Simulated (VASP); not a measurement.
# TaN (Pmc2_1) in VASP: notebook

The runs below take TaN through single point, with PBEsol.

Everything below comes from runs of VASP 6.6.1. Logs are shortened: lines on timing, memory, paths and dates and some standing lists are left out, and cuts for length are marked.

### 1 The cell of the first run

The structure is orthorhombic, space group Pmc2_1 (No. 26). The conventional cell has a = 2.871 Å, b = 2.924 Å, c = 5.064 Å, α = 90.00°, β = 90.00°, γ = 90.00°. Ta (site symmetry m) has 6 N at 2.17 to 2.26 Å and 8 Ta at 2.82 to 3.04 Å within 3.1 Å. N (site symmetry m) has 6 Ta at 2.17 to 2.26 Å and 8 N at 2.87 to 2.97 Å within 3.0 Å.

### 2 Single point, PBEsol (atoms displaced along a vibrational mode)

INCAR reads:

```
SYSTEM = TaN
PREC = Accurate ; ENCUT = 520
EDIFF = 1E-7 ; ISMEAR = 0
SIGMA = 0.15 ; LREAL = .FALSE.
LASPH = .TRUE. ; NELM = 100
ALGO = Normal ; ISIF = 2
LWAVE = .FALSE. ; LCHARG = .FALSE.
GGA = PS ; NBANDS = 24
```

KPOINTS reads:

```
regular mesh
0
G
  20 20 12
  0 0 0
```

POSCAR reads:

```
TaN
1.0
    0.0000000000      0.0000000000      2.8707276426
    2.9239890448      0.0000000000      0.0000000000
    0.0000000000      5.0644975863      0.0000000000
Ta N
2 2
Direct
    0.5000000000      0.0384748364      0.3333333333
    0.5000000000      0.4615251636      0.8333333333
    0.0000000000      0.5165737136      0.5000000000
    0.0000000000     -0.0165737136      0.0000000000
```

Potentials or basis: VASP PAW PBE potentials, release 64 (Ta_pv, N).

On the command line:

```console
> cat potpaw_PBE.64/Ta_pv/POTCAR potpaw_PBE.64/N/POTCAR > POTCAR
> mpirun -np 1 vasp_std > vasp.out
```

OUTCAR:

```text
SYSTEM = TaN
   PREC = Accurate
   ENCUT = 520
   EDIFF = 1E-7
   ISMEAR = 0
   LREAL = .FALSE.
   LASPH = .TRUE.
   NELM = 100
   ISIF = 2
   GGA = PS

 ion  position               nearest neighbor table
   1  0.500  0.038  0.333-   3 2.17   3 2.17   4 2.22   4 2.22   3 2.26   3 2.26   2 2.82   2 2.82
                             2 3.04   2 3.04
   2  0.500  0.462  0.833-   4 2.17   4 2.17   3 2.22   3 2.22   4 2.26   4 2.26   1 2.82   1 2.82
                             1 3.04   1 3.04
   3  0.000  0.517  0.500-   1 2.17   1 2.17   2 2.22   2 2.22   1 2.26   1 2.26
   4  0.000  0.983  0.000-   2 2.17   2 2.17   1 2.22   1 2.22   2 2.26   2 2.26

  LATTYP: Found a simple orthorhombic cell.
 ALAT       =     2.8707276426
 B/A-ratio  =     1.0185532760
 C/A-ratio  =     1.7641860242

  Lattice vectors:

 A1 = (   0.0000000000,   0.0000000000,   2.8707276426)
 A2 = (   2.9239890448,   0.0000000000,   0.0000000000)
 A3 = (   0.0000000000,   5.0644975863,   0.0000000000)

Analysis of symmetry for initial positions (statically):
=====================================================================
 Subroutine PRICEL returns:
 Original cell was already a primitive cell.

 Routine SETGRP: Setting up the symmetry group for a
 simple orthorhombic supercell.

 Subroutine GETGRP returns: Found  4 space group operations
 (whereof  2 operations were pure point group operations)
 out of a pool of  8 trial point group operations.

The static configuration has the point symmetry C_1h.
 The point group associated with its full space group is C_2v.

Analysis of symmetry for dynamics (positions and initial velocities):
=====================================================================
 Subroutine PRICEL returns:
 Original cell was already a primitive cell.

 Routine SETGRP: Setting up the symmetry group for a
 simple orthorhombic supercell.

 Subroutine GETGRP returns: Found  4 space group operations
 (whereof  2 operations were pure point group operations)
 out of a pool of  8 trial point group operations.

The dynamic configuration has the point symmetry C_1h.
 The point group associated with its full space group is C_2v.

 Subroutine INISYM returns: Found  4 space group operations
 (whereof  2 operations are pure point group operations),
 and found     1 'primitive' translations

----------------------------------------------------------------------------------------

                                     Primitive cell

  volume of cell :      42.5113

  direct lattice vectors                    reciprocal lattice vectors
     0.000000000  0.000000000  2.870727643     0.000000000  0.000000000  0.348343739
     2.923989045  0.000000000  0.000000000     0.341998545  0.000000000  0.000000000
[... 94 lines left out ...]
   NFREE  =      0    steps in history (QN), initial steepest desc. (CG)
   ISIF   =      2    stress and relaxation
   ISYM   =      2    0-nonsym 1-usesym 2-fastsym
   POTIM  = 0.5000    time-step for ionic-motion
   TEBEG  =    0.0;   TEEND  =   0.0 temperature during run
   PSTRESS=    0.0 pullay stress
   NELECT =      32.0000    total number of electrons
   NUPDOWN=      -1.0000    fix difference up-down
   EMIN   =  10.00;   EMAX   =-10.00  energy-range for DOS
   EFERMI =   0.00;   METHOD = LEGACY
   ISMEAR =     0;   SIGMA  =   0.15  broadening in eV -4-tet -1-fermi 0-gaus
   EFERMI_NEDOS =   21; number of points for ismear=-14 and -15
   IALGO  =     38    algorithm
   IMIX   =      4    mixing-type and parameters
     AMIX     =   0.40;   BMIX     =  1.00
     AMIX_MAG =   1.60;   BMIX_MAG =  1.00
  volume/ion in A,a.u.               =      10.63        71.72
  Fermi-wavevector in a.u.,A,eV,Ry     =   1.489213  2.814204 30.174390  2.217755
  Thomas-Fermi vector in A             =   2.602150
   LORBIT       =      0    0 simple, 1 ext, 2 COOP (PROOUT), +10 PAW based schemes
   GGA     = PS    functional components
   LHFCALC =     F    Hartree Fock is set to
   AEXX    =    0.0000 exact exchange contribution
   IVDW    =     0    specifies the selected vdW correction
   LEPSILON=     F    determine dielectric tensor
   LRPA    =     F    only Hartree local field effects (RPA)
 non-spin polarized calculation
 Gauss-broadening in eV      SIGMA  =   0.15
  energy-cutoff  :      520.00
  volume of cell :       42.51
 maximum number of plane-waves:      1166
 NGX is ok and might be reduce to    24
   NGX = 11   NGY = 11   NGZ = 19

 number of electron      32.0000001 magnetization

 Free energy of the ion-electron system (eV)
  ---------------------------------------------------
  ext. energy  EPLUGINS =         0.00000000
  ---------------------------------------------------
  free energy    TOTEN  =       -47.34244610 eV

  energy without entropy =      -47.34090929  energy(sigma->0) =      -47.34167769

 E-fermi :   8.2310     XC(G=0): -13.5781

 val. band max:        8.2235125051   @ k =   0.3500   0.0000   0.0000
 cond. band min:       8.2435320518   @ k =   0.4000   0.0500   0.0000
 fundamental gap:      0.0200195467
 Fermi energy:         8.2310403586

 k-point     1 :       0.0000    0.0000    0.0000
  band No.  band energies     occupation
      1     -27.3492      2.00000
      2     -26.4997      2.00000
      3     -26.4586      2.00000
      4     -26.3393      2.00000
      5     -26.2335      2.00000
      6     -26.1834      2.00000
[... 637 lines left out ...]
     23      12.7568      0.00000
     24      13.0903      0.00000

 [... further k-points ...]

------------------------ aborting loop because EDIFF is reached ----------------------------------------

  FORCE on cell =-STRESS in cart. coord.  units (eV):
  Direction    XX          YY          ZZ          XY          YZ          ZX
  --------------------------------------------------------------------------------------
  -------------------------------------------------------------------------------------
  Total        0.1290714      1.4661400      0.4610322      0.0000000      0.0000000      0.0000000
  in kB        4.8644795     55.2563143     17.3755168      0.0000000      0.0000000      0.0000000
  external PRESSURE =      25.8321036 kB  Pullay stress =       0.0000000 kB

 VOLUME and BASIS-vectors are now :
 -----------------------------------------------------------------------------
  energy-cutoff  :      520.00
  volume of cell :       42.51
      direct lattice vectors                 reciprocal lattice vectors
     0.000000000  0.000000000  2.870727643     0.000000000  0.000000000  0.348343739
     2.923989045  0.000000000  0.000000000     0.341998545  0.000000000  0.000000000
     0.000000000  5.064497586  0.000000000     0.000000000  0.197452952  0.000000000

 POSITION                                       TOTAL-FORCE (eV/Angst)
 -----------------------------------------------------------------------------------
      0.11250      1.68817      1.43536        -2.344708      0.000248      0.000000
      1.34949      4.22041      1.43536         2.344708      0.000248      0.000000
      1.51046      2.53225      0.00000        -0.038107     -0.000248      0.000000
      2.87553      0.00000      0.00000         0.038107     -0.000248      0.000000
 -----------------------------------------------------------------------------------
    total drift:                                0.000000     -0.000088      0.000000

  FREE ENERGIE OF THE ION-ELECTRON SYSTEM (eV)
  ---------------------------------------------------
  free  energy   TOTEN  =       -47.3424460969 eV

  energy  without entropy=      -47.3409092881  energy(sigma->0) =      -47.34167769
```

OSZICAR:

```text
N       E                     dE             d eps       ncg     rms          rms(c)
DAV:   1     0.259582364541E+03    0.25958E+03   -0.17411E+04 40664   0.142E+03
DAV:   2    -0.391294340657E+02   -0.29871E+03   -0.28363E+03 48840   0.411E+02
DAV:   3    -0.518218678042E+02   -0.12692E+02   -0.12532E+02 51296   0.809E+01
DAV:   4    -0.519739693391E+02   -0.15210E+00   -0.15188E+00 45624   0.929E+00
DAV:   5    -0.519758587374E+02   -0.18894E-02   -0.18887E-02 50656   0.880E-01    0.346E+01
DAV:   6    -0.475907546205E+02    0.43851E+01   -0.15017E+01 49568   0.280E+01    0.153E+01
DAV:   7    -0.474009693896E+02    0.18979E+00   -0.10231E+00 47192   0.713E+00    0.908E+00
DAV:   8    -0.473488884348E+02    0.52081E-01   -0.20619E-01 49240   0.336E+00    0.118E+00
DAV:   9    -0.473427740768E+02    0.61144E-02   -0.19697E-02 46968   0.873E-01    0.258E-01
DAV:  10    -0.473424853672E+02    0.28871E-03   -0.14752E-03 48328   0.361E-01    0.747E-02
DAV:  11    -0.473424463000E+02    0.39067E-04   -0.15850E-04 49152   0.956E-02    0.131E-02
DAV:  12    -0.473424464772E+02   -0.17721E-06   -0.94628E-06 46632   0.248E-02    0.420E-03
DAV:  13    -0.473424461444E+02    0.33282E-06   -0.28091E-07 46552   0.443E-03    0.186E-03
DAV:  14    -0.473424460969E+02    0.47492E-07   -0.44919E-08 23856   0.172E-03
   1 F= -.47342446E+02 E0= -.47341678E+02  d E =-.153681E-02
```

Wall time 9.3 min (1 thread of Intel Xeon Platinum 8375C at 2.90GHz (Ice Lake), shared host); peak memory 0.75 GiB.

Results:

```yaml
Free_energy: -47.3424 eV
Pressure: 2.6 GPa
Largest_force: 2.345 eV/Å
Band_gap_on_the_k_mesh: zero (bands 16 and 17 overlap by 0.33 eV)
```

Forces on the atoms (eV/Å):
```
Ta  -2.345  0.000  0.000
Ta   2.345  0.000  0.000
N   -0.038  0.000  0.000
N    0.038  0.000  0.000
```

Levels at points of the mesh, in eV from the Fermi level:
```csv
k point,band 13,band 14,band 15,band 16,band 17,band 18,band 19,band 20
"(0.00, 0.00, 0.00)",-4.42,-3.50,-2.92,-2.92,2.00,3.09,3.42,3.52
"(0.50, 0.00, 0.00)",-3.80,-3.73,-0.37,-0.33,0.16,2.28,2.69,3.33
"(0.00, 0.50, 0.00)",-4.83,-4.80,-1.72,-0.74,1.11,1.28,1.59,2.05
"(0.50, 0.50, 0.00)",-4.46,-3.80,-1.55,-0.55,3.81,4.50,4.58,5.68
"(0.00, 0.00, 0.50)",-4.06,-4.06,-2.86,-2.86,1.92,1.92,3.52,3.52
"(0.50, 0.00, 0.50)",-4.73,-4.73,-1.75,-1.75,2.22,2.22,3.11,3.11
"(0.00, 0.50, 0.50)",-3.52,-3.52,-3.18,-3.18,2.97,2.97,4.04,4.04
"(0.50, 0.50, 0.50)",-5.62,-5.62,-0.30,-0.30,4.16,4.16,5.47,5.47
```

Caveat: the cell differs from its parent crystal (atoms displaced along a vibrational mode); the stress differs along the axes, from 0 to 6 GPa; the PAW data sets were made with another functional, which shifts forces and pressure a little; spin-orbit coupling is left out, which moves the levels of the heavy elements.

### 3 Single point, PBEsol (atoms displaced along a vibrational mode)

INCAR reads:

```
SYSTEM = TaN
  PREC = Accurate
  ENCUT = 520
  EDIFF = 1E-7
  ISMEAR = 0
  SIGMA = 0.15
  LREAL = .FALSE.
  LASPH = .TRUE.
  NELM = 60
  ALGO = Normal
  ISIF = 2
  LWAVE = .FALSE.
  LCHARG = .FALSE.
  GGA = PS
  NBANDS = 24
```

KPOINTS reads:

```
Automatic mesh
0
G
  20 20 12
  0 0 0
```

POSCAR reads:

```
TaN
1.0
    0.0000000000      0.0000000000      2.8707276426
    2.9239890448      0.0000000000      0.0000000000
    0.0000000000      5.0644975863      0.0000000000
Ta N
2 2
Direct
    0.5000000000     -0.0512997818      0.3333333333
    0.5000000000      0.5512997818      0.8333333333
    0.0000000000      0.4779017152      0.5000000000
    0.0000000000      0.0220982848      0.0000000000
```

Potentials or basis: VASP PAW PBE potentials, release 64 (Ta_pv, N).

On the command line:

```console
> cat potpaw_PBE.64/Ta_pv/POTCAR potpaw_PBE.64/N/POTCAR > POTCAR
> mpirun -np 1 vasp_std > vasp.out
```

OUTCAR:

```text
SYSTEM = TaN
   PREC = Accurate
   ENCUT = 520
   EDIFF = 1E-7
   ISMEAR = 0
   LREAL = .FALSE.
   LASPH = .TRUE.
   NELM = 60
   ISIF = 2
   GGA = PS

 ion  position               nearest neighbor table
   1  0.500  0.949  0.333-   3 2.16   3 2.16   4 2.23   4 2.23   3 2.27   3 2.27   2 2.79   2 2.79
                             2 3.08   2 3.08
   2  0.500  0.551  0.833-   4 2.16   4 2.16   3 2.23   3 2.23   4 2.27   4 2.27   1 2.79   1 2.79
                             1 3.08   1 3.08
   3  0.000  0.478  0.500-   1 2.16   1 2.16   2 2.23   2 2.23   1 2.27   1 2.27
   4  0.000  0.022  0.000-   2 2.16   2 2.16   1 2.23   1 2.23   2 2.27   2 2.27

[... 854 lines left out ...]
  -------------------------------------------------------------------------------------
  Total        0.1062315      2.3609278      0.6074602      0.0000000      0.0000000      0.0000000
  in kB        4.0036836     88.9793399     22.8941396      0.0000000      0.0000000      0.0000000
  external PRESSURE =      38.6257210 kB  Pullay stress =       0.0000000 kB

 VOLUME and BASIS-vectors are now :
 -----------------------------------------------------------------------------
  energy-cutoff  :      520.00
  volume of cell :       42.51
      direct lattice vectors                 reciprocal lattice vectors
     0.000000000  0.000000000  2.870727643     0.000000000  0.000000000  0.348343739
     2.923989045  0.000000000  0.000000000     0.341998545  0.000000000  0.000000000
     0.000000000  5.064497586  0.000000000     0.000000000  0.197452952  0.000000000

 POSITION                                       TOTAL-FORCE (eV/Angst)
 -----------------------------------------------------------------------------------
      2.77399      1.68817      1.43536         3.080293     -0.002386      0.000000
      1.61199      4.22041      1.43536        -3.080293     -0.002386      0.000000
      1.39738      2.53225      0.00000         0.021132      0.002386      0.000000
      0.06462      0.00000      0.00000        -0.021132      0.002386      0.000000
 -----------------------------------------------------------------------------------
    total drift:                                0.000000     -0.000041      0.000000

  FREE ENERGIE OF THE ION-ELECTRON SYSTEM (eV)
  ---------------------------------------------------
  free  energy   TOTEN  =       -47.1377829869 eV

  energy  without entropy=      -47.1358938891  energy(sigma->0) =      -47.13683844
```

Wall time 7.2 min (1 thread of AMD EPYC 9R45 (Zen 5), shared host); peak memory 0.72 GiB.

Results:

* Free energy: -47.1378 eV
* Pressure: 3.9 GPa
* Largest force: 3.080 eV/Å
* Band gap on the k mesh: zero (bands 16 and 17 overlap by 0.25 eV)

Forces in eV/Å, atoms in the order of the input:
```
Ta   3.080 -0.002  0.000
Ta  -3.080 -0.002  0.000
N    0.021  0.002  0.000
N   -0.021  0.002  0.000
```

Stress tensor (GPa, compression positive):
```
0.40 0.00 0.00
0.00 8.90 0.00
0.00 0.00 2.29
```

Caveat: the cell differs from its parent crystal (atoms displaced along a vibrational mode); the stress differs along the axes, from 0 to 9 GPa; the PAW data sets were made with another functional, which shifts forces and pressure a little; spin-orbit coupling is left out, which moves the levels of the heavy elements.

### 4 Single point, PBEsol (atoms displaced along a vibrational mode)

INCAR reads:

```
PREC = Accurate
ENCUT = 520
EDIFF = 1E-6
ISMEAR = 0
SIGMA = 0.15
LREAL = F
LASPH = T
NELM = 100
ALGO = Normal
ISIF = 2
LWAVE = F
LCHARG = F
GGA = PS
NBANDS = 24
```

KPOINTS reads:

```
Automatic mesh
0
Gamma
  20 20 12
```

POSCAR reads:

```
TaN
1.0
    0.0000000000      0.0000000000      2.8707276426
    2.9239890448      0.0000000000      0.0000000000
    0.0000000000      5.0644975863      0.0000000000
Ta N
2 2
Direct
    0.5000000000      0.0256498909      0.3333333333
    0.5000000000      0.4743501091      0.8333333333
    0.0000000000      0.5110491424      0.5000000000
    0.0000000000     -0.0110491424      0.0000000000
```

On the command line:

```console
> cat potpaw_PBE.64/Ta_pv/POTCAR potpaw_PBE.64/N/POTCAR > POTCAR
> mpirun -np 1 vasp_std > vasp.out
```

Run time: 6.3 min. Hardware: 1 thread of AMD EPYC 9R45 (Zen 5), shared host; peak memory 0.72 GiB.

The run converged. Its results:

- Free energy: -47.4911 eV
- Pressure: 1.6 GPa
- Largest force: 1.581 eV/Å
- Band gap on the k mesh: zero (bands 16 and 17 overlap by 0.45 eV)

Forces on the atoms (eV/Å):
```
Ta  -1.581  0.000  0.000
Ta   1.581  0.000  0.000
N   -0.037  0.000  0.000
N    0.037  0.000  0.000
```

Stress tensor (GPa, compression positive):
```
0.64 0.00 0.00
0.00 2.95 0.00
0.00 0.00 1.33
```

Levels at points of the mesh, in eV from the Fermi level:
```csv
k point,band 12,band 13,band 14,band 15,band 16,band 17,band 18,band 19,band 20,band 21
"(0.00, 0.00, 0.00)",-4.55,-4.34,-3.52,-3.04,-2.91,2.20,3.08,3.55,3.59,3.99
"(0.50, 0.00, 0.00)",-5.73,-3.78,-3.75,-0.34,-0.19,0.04,2.40,3.00,3.35,4.66
"(0.00, 0.50, 0.00)",-5.04,-4.89,-4.87,-1.51,-0.85,1.15,1.41,1.46,1.92,4.36
"(0.50, 0.50, 0.00)",-6.64,-4.34,-3.91,-1.38,-0.72,3.94,4.41,4.77,5.51,6.04
"(0.00, 0.00, 0.50)",-4.25,-3.94,-3.94,-3.00,-3.00,2.08,2.08,3.54,3.54,4.20
"(0.50, 0.00, 0.50)",-5.15,-4.80,-4.80,-1.69,-1.69,2.13,2.13,3.20,3.20,4.59
"(0.00, 0.50, 0.50)",-5.25,-3.52,-3.52,-3.17,-3.17,3.02,3.02,4.10,4.10,5.34
"(0.50, 0.50, 0.50)",-6.30,-5.68,-5.68,-0.30,-0.30,4.23,4.23,5.49,5.49,6.20
```

Caveat: the cell differs from its parent crystal (atoms displaced along a vibrational mode); the PAW data sets were made with another functional, which shifts forces and pressure a little; spin-orbit coupling is left out, which moves the levels of the heavy elements.

[end of part 1 of 2]

The gap in the log of VASP goes by the Fermi energy; the results here count the filled bands.